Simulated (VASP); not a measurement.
Here is a VASP 6.6.1 calculation.

File INCAR:

```
SYSTEM = SiB3W
PREC = Accurate ; ENCUT = 500
EDIFF = 1E-7 ; ISMEAR = 0
SIGMA = 0.1 ; LREAL = .False.
LASPH = .True. ; NELM = 120
ALGO = Normal ; ISIF = 3
LWAVE = .False. ; LCHARG = .False.
GGA = PE ; IBRION = 2
NSW = 90 ; EDIFFG = -0.04
GGA_COMPAT = .False. ; NELMIN = 4
```

Contents of KPOINTS:

```
Automatic mesh
0
Gamma
  6 6 4
  0 0 0
```

POSCAR

```
SiB3W
1.0
    3.3567327400      0.0000000000      0.0000000000
   -1.6783663700      2.9070158200      0.0000000000
    0.0000000000      0.0000000000      6.3206455600
Si B W
1 3 1
Direct
    0.0000000000      0.0000000000      0.0000000000
    0.5000000000      0.0000000000      0.0000000000
    0.0000000000      0.5000000000      0.0000000000
    0.5000000000      0.5000000000      0.0000000000
    0.0000000000      0.0000000000      0.5000000000
```

Potentials or basis: VASP PAW PBE potentials, release 64 (Si, B, W_sv).

The run is started by

```bash
$ cat potpaw_PBE.64/Si/POTCAR potpaw_PBE.64/B/POTCAR potpaw_PBE.64/W_sv/POTCAR > POTCAR
$ mpirun -np 1 vasp_std > vasp.out
```

**Question.** Estimate the relaxed volume.

**Answer.** 12.32 Å³/atom.

**Question.** Estimate the relaxed cell.

**Answer.** a = 3.908 Å, b = 3.908 Å, c = 4.659 Å, α = 90.00°, β = 90.00°, γ = 120.00°.

Step by step:
| step | energy change (eV) | largest force (eV/Å) | pressure (GPa) | volume (Å³) |
| --- | --- | --- | --- | --- |
| 1 | 0.0000 | 0.0000 | 50.66 | 61.68 |
| 2 | -1.9278 | 0.0000 | -23.12 | 100.07 |
| 3 | -3.9680 | 0.0000 | -10.35 | 79.95 |
| 4 | -3.9752 | 0.0000 | -9.25 | 79.22 |
| 5 | -3.9756 | 0.0000 | -8.61 | 78.81 |
| 6 | -5.1036 | 0.0000 | -9.59 | 72.36 |
| 7 | -6.4595 | 0.0000 | -4.02 | 63.49 |
| 8 | -6.3559 | 0.0000 | 5.14 | 59.43 |
| 9 | -6.5128 | 0.0000 | -1.40 | 62.13 |
| 10 | -6.5130 | 0.0000 | -0.67 | 61.78 |
| 11 | -6.5136 | 0.0000 | 1.21 | 61.04 |
| 12 | -6.5149 | 0.0000 | 0.37 | 61.37 |
| 13 | -6.5154 | 0.0000 | -0.16 | 61.61 |

Caveat: the k points lie up to 0.34 Å⁻¹ apart in the final cell.
